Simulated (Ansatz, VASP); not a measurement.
## Two plane-wave programs on TiB2

```
Ti B
1.0
     3.02920    0.00000    0.00000
    -1.51460    2.62336    0.00000
     0.00000    0.00000    3.22840
Ti B
1 2
Direct
  0.00000 0.00000 0.00000
  0.33333 0.66667 0.50000
  0.66667 0.33333 0.50000
```

Alike in both runs: task relaxation of cell and atoms; functional revPBE; dispersion D3(BJ); k mesh 13 × 13 × 10; occupations methfessel-paxton of order 1, width 0.05 eV; no spin polarisation.

|  | VASP | Ansatz |
| --- | --- | --- |
| version | VASP 6.6.1 | Ansatz 0.2.0 |
| potentials or method | VASP PAW PBE potentials, release 64 (Ti_sv, B) | plane waves, PAW |
| plane-wave cutoff (eV) | 600 | 420 |
| valence electrons in the cell | 18 | 18 |

|  | VASP | Ansatz | Ansatz less VASP |
| --- | --- | --- | --- |
| relaxed volume (Å³/atom) | 8.15 | 8.15 | -0.008 |
| relaxed cell length with the largest relative difference (Å) | 3.161 | 3.160 | -0.0012 |

VASP's potentials were made for PBE, not for revPBE.
